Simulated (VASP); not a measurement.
Set up this calculation in VASP 6.6.1, as the native input.

* Task: single point
* Functional: RPBE
* Potentials or basis: VASP PAW PBE potentials, release 64 (Mn_pv)
* Cutoff: 520 eV
* k mesh: 14 × 14 × 10
* Occupations: fermi-dirac, width 0.05 eV
* Spin: collinear spin, antiferromagnetic start
* Starting moments: [2.145, -2.145] μB
* Dipole correction: no
* Further INCAR settings: ALGO = Normal; EDIFF = 1e-06; NBANDS = 24

The structure of Mn lies in POSCAR:

```
Mn
1.0
    2.6112151513      0.0000000000      0.0000000000
    0.0000000000      2.6112151513      0.0000000000
    0.0000000000      0.0000000000      3.5271831417
Mn
2
Direct
    0.0000000000      1.0000000000      0.0000000000
    0.5000000000      0.5000000000      0.5000000000
```

The input as run:

INCAR

```
PREC     = Accurate       # precision mode
ENCUT    = 520            # plane-wave cutoff, eV
EDIFF    = 1E-6           # SCF threshold, eV
ISMEAR   = -1             # smearing method
SIGMA    = 0.05           # smearing width, eV
LREAL    = False          # projectors in reciprocal space
LASPH    = True           # aspherical terms in the spheres
NELM     = 150            # most SCF steps
ALGO     = Normal         # electronic algorithm
ISIF     = 2              # what is computed and relaxed
LWAVE    = False          # write WAVECAR
LCHARG   = False          # write CHGCAR
ISPIN    = 2              # spin polarisation
MAGMOM   = 2.145 -2.145   # initial moments
LORBIT   = 11             # projections on sites
LMAXMIX  = 4              # l up to which the mixer works
GGA      = RP             # functional
NBANDS   = 24             # bands
```

KPOINTS

```
Automatic mesh
0
Gamma
  14 14 10
```

Potentials or basis: VASP PAW PBE potentials, release 64 (Mn_pv).

Run with:

```console
$ cat potpaw_PBE.64/Mn_pv/POTCAR > POTCAR
$ mpirun -np 1 vasp_std > vasp.out
```

Results of the run:

* Pressure: 0.5 GPa
* Band gap on the k mesh: zero (filled and empty bands overlap)
* Net moment: 0.00 μB per cell
* Site moments: Mn +2.21, -2.21 μB
* Valence electrons inside the program's atomic spheres: Mn 11.78

Caveat: the PAW data sets were made with another functional, which shifts forces and pressure a little.

Run time: 83 s on 1 thread of Intel(R) Xeon(R) 6975P-C (Granite Rapids), on a shared host, peak memory 0.27 GiB.
